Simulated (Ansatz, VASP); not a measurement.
## Two plane-wave programs on ZrTa3N4

```xyz
8
Lattice="5.9885 0.0000 0.0000 -2.9942 5.1862 0.0000 0.0000 0.0000 2.9007" Properties=species:S:1:pos:R:3 pbc="T T T"
Zr    0.0000    0.0000    0.0000
Ta    0.0000    5.1709    0.0000
Ta   -1.4839    2.6007    0.0000
Ta    1.4839    2.6007    0.0000
N    -1.4433    4.2907    1.4504
N     1.4433    4.2907    1.4504
N     2.9942    1.7287    1.4504
N     0.0000    1.7909    1.4504
```

Alike in both runs: functional PBE; k mesh 6 × 6 × 10; occupations gaussian, width 0.1 eV; no spin polarisation.

Ansatz relaxed the structure, and its values are those at the end. VASP's run is a single point on that final structure, the one shown.

|  | VASP | Ansatz |
| --- | --- | --- |
| version | VASP 6.6.1 | Ansatz 0.2.0 |
| potentials or method | VASP PAW PBE potentials, release 64 (Zr_sv, Ta_pv, N), cutoff 520 eV | scalar-relativistic, plane waves, PAW |
| valence electrons in the cell | 65 | 71 |

```tsv
	VASP	Ansatz	Ansatz less VASP
gap on the k mesh at the Fermi level (eV)	none	none	-
pressure (GPa)	0.6	0.0	-0.54
rms of the force components (eV/Å)	0.006	0.002	-0.0046
```

A gap of «none» marks a metal or a gap that the smearing closes. With one functional, cell and mesh, what is left measures potentials, basis and numerics. VASP's potentials hold 65 valence electrons a cell and Ansatz's 71, so a difference there can come from the potentials and not from the codes.

Spin-orbit coupling is off throughout.
